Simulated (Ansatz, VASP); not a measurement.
**Al4Ga3 in VASP and in Ansatz**

File POSCAR:

```
Al4Ga3
1.0
   -1.4458056597      1.4458056597     14.6600251591
    1.4458056597     -1.4458056597     14.6600251591
    1.4458056597      1.4458056597    -14.6600251591
Al Ga
4 3
Direct
    0.1488050024      0.1488050024      0.0000000000
    0.7164180455      0.7164180455      0.0000000000
    0.2835819545      0.2835819545      0.0000000000
    0.8511949976      0.8511949976      0.0000000000
    0.5777223539      0.5777223539      0.0000000000
    0.4222776461      0.4222776461      0.0000000000
    0.0000000000      0.0000000000      0.0000000000
```

Contents of INCAR.step1:

```
PREC = Accurate
ENCUT = 520
ISMEAR = 0
SIGMA = 0.1
LREAL = F
LASPH = T
NELM = 60
NBANDS = 34
GGA = PE
ALGO = Normal
EDIFF = 1E-4
LWAVE = T
LCHARG = F
LUSENCCL = F
```

The input INCAR.step2:

```
PREC = Accurate
ENCUT = 520
EDIFF = 1E-6
ISMEAR = 0
SIGMA = 0.1
LREAL = F
LASPH = T
NELM = 60
ALGO = Normal
ISIF = 2
LWAVE = F
LCHARG = T
METAGGA = R2SCAN
LMIXTAU = T
LELF = T
LVHAR = T
NBANDS = 34
ISTART = 1
LUSENCCL = F
```

The input KPOINTS:

```
Automatic mesh
0
Gamma
  14 14 14
```

Input for Ansatz:

```yaml
crystal:
  lattice:
    - [-1.4458056597, 1.4458056597, 14.6600251591]
    - [1.4458056597, -1.4458056597, 14.6600251591]
    - [1.4458056597, 1.4458056597, -14.6600251591]
  atoms:
    - { symbol: Al, position: [0.1488050024, 0.1488050024, 0.0] }
    - { symbol: Al, position: [0.7164180455, 0.7164180455, 0.0] }
    - { symbol: Al, position: [0.2835819545, 0.2835819545, 0.0] }
    - { symbol: Al, position: [0.8511949976, 0.8511949976, 0.0] }
    - { symbol: Ga, position: [0.5777223539, 0.5777223539, 0.0] }
    - { symbol: Ga, position: [0.4222776461, 0.4222776461, 0.0] }
    - { symbol: Ga, position: [0.0, 0.0, 0.0] }
basis:
  ecutwfc: 500
kpoints:
  mp_grid: { grid: [14, 14, 14] }
hamiltonian:
  xc: r2scan
scf:
  occupations: { method: gaussian, width: 0.1 }
output:
  forces: true
  stress: true
  eigenvalues: true
```

Alike in both runs: task single point; functional r2SCAN; k mesh 14 × 14 × 14; occupations gaussian, width 0.1 eV; no spin polarisation.

|  | VASP | Ansatz |
| --- | --- | --- |
| version | VASP 6.6.1 | Ansatz 0.2.0 |
| potentials or method | VASP PAW PBE potentials, release 64 (Al, Ga_d), cutoff 520 eV | scalar-relativistic, plane waves, PAW |
| valence electrons in the cell | 51 | 51 |

Ansatz gave:

| Property | Result |
| --- | --- |
| gap on the k mesh at the Fermi level (eV) | none |
| pressure (GPa) | -3.2 |
| traceless stress, the component that is largest in VASP (GPa) | 0.11 |
| rms of the force components (eV/Å) | 0.017 |

Q: Which values does VASP return?

A: gap on the k mesh at the Fermi level (eV): none; pressure (GPa): -3.3; traceless stress, the component that is largest in VASP (GPa): 0.11; rms of the force components (eV/Å): 0.021.

VASP's potentials were made for PBE, not for r2SCAN. Atom by atom the forces differ by 0.006 eV/Å (rms over components). A gap of «none» marks a metal or a gap that the smearing closes. With one functional, cell and mesh, what is left measures potentials, basis and numerics.
